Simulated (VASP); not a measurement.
## Re: single point with PBE

Re:

```xyz
1
Lattice="-1.5433 1.5433 1.5433 1.5433 -1.5433 1.5433 1.5433 1.5433 -1.5433" Properties=species:S:1:pos:R:3 pbc="T T T"
Re    0.0000    0.0000    0.0000
```

```json
{
 "Program": "VASP 6.6.1",
 "Task": "single point",
 "Functional": "PBE",
 "Potentials or basis": "VASP PAW PBE potentials, release 64 (Re)",
 "Cutoff": "520 eV",
 "k mesh": "8 × 8 × 8",
 "Occupations": "gaussian, width 0.05 eV",
 "Spin": "no spin polarisation",
 "Dipole correction": "no",
 "Further INCAR settings": "ALGO = Normal; EDIFF = 1e-06; NBANDS = 10"
}
```

```yaml
Pressure: 9.2 GPa
```

Levels at points of the mesh, in eV from the Fermi level:
```tsv
k point	band 1	band 2	band 3	band 4	band 5	band 6
(0.00, 0.00, 0.00)	-10.77	-2.69	-2.69	-2.69	0.79	0.79
(0.50, 0.00, 0.00)	-7.52	-4.97	0.00	0.69	1.58	4.56
(0.50, 0.50, 0.50)	-7.14	-7.14	3.61	3.61	3.61	8.02
```

Wall time 2.7 s on 1 thread of AMD EPYC 9R45 96-Core Processor (Zen 5) (shared host), peak memory 0.09 GiB.

Caveat: spin-orbit coupling is left out, which moves the levels of the heavy elements.
